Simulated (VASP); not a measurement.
Write the native input for VASP 6.6.1 that does the following.

```
Task                   : single point
Functional             : PBE
Potentials or basis    : VASP PAW PBE potentials, release 64 (Sn_d, C)
Cutoff                 : 520 eV
k mesh                 : 4 × 4 × 2
Occupations            : gaussian, width 0.2 eV
Spin                   : no spin polarisation
Dipole correction      : no
Further INCAR settings : ALGO = Normal; EDIFF = 1e-06; NBANDS = 51
```

The structure of Sn2C3 lies in POSCAR:

```
Sn2C3
1.0
    4.2473832322      0.0000000000      0.0000000000
   -2.1236916161      3.6783417787      0.0000000000
    0.0000000000      0.0000000000     13.6127178251
Sn C
4 6
Direct
    0.0000000000      0.0000000000      0.7070204432
    0.6666666667      0.3333333333      0.5709714990
    0.0000000000      0.0000000000      0.2929795568
    0.3333333333      0.6666666667      0.4290285010
    0.6671394986      0.0000000000      0.0000000000
    0.6671394986      0.6671394986      0.0000000000
    0.0000000000      0.6671394986      0.0000000000
    0.3328605014      0.3328605014      0.0000000000
    0.0000000000      0.3328605014      0.0000000000
    0.3328605014      0.0000000000      0.0000000000
```

The input as run:

INCAR

```
ALGO = Normal
EDIFF = 1E-6
ENCUT = 520
GGA = PE
ISIF = 2
ISMEAR = 0
LASPH = T
LCHARG = T
LELF = T
LREAL = F
LVHAR = T
LWAVE = F
NBANDS = 51
NELM = 80
PREC = Accurate
SIGMA = 0.2
```

KPOINTS

```
k-points
0
Gamma
  4 4 2
```

Potentials or basis: VASP PAW PBE potentials, release 64 (Sn_d, C).

Run with:

```sh
$ cat potpaw_PBE.64/Sn_d/POTCAR potpaw_PBE.64/C/POTCAR > POTCAR
$ mpirun -np 1 vasp_std > vasp.out
```

Results of the run:

| Item | Value |
| --- | --- |
| Pressure | 0.2 GPa |
| Largest force | 0.072 eV/Å |
| Band gap on the k mesh | zero (bands 40 and 41 overlap by 1.34 eV) |

Caveat: the k points lie up to 0.43 Å⁻¹ apart, too coarse for converged energies and pressures of a metal; spin-orbit coupling is left out, which moves the levels of the heavy elements.

It took 72 s on 1 thread of Intel(R) Xeon(R) Platinum 8488C (Sapphire Rapids), on a shared host, peak memory 0.34 GiB.
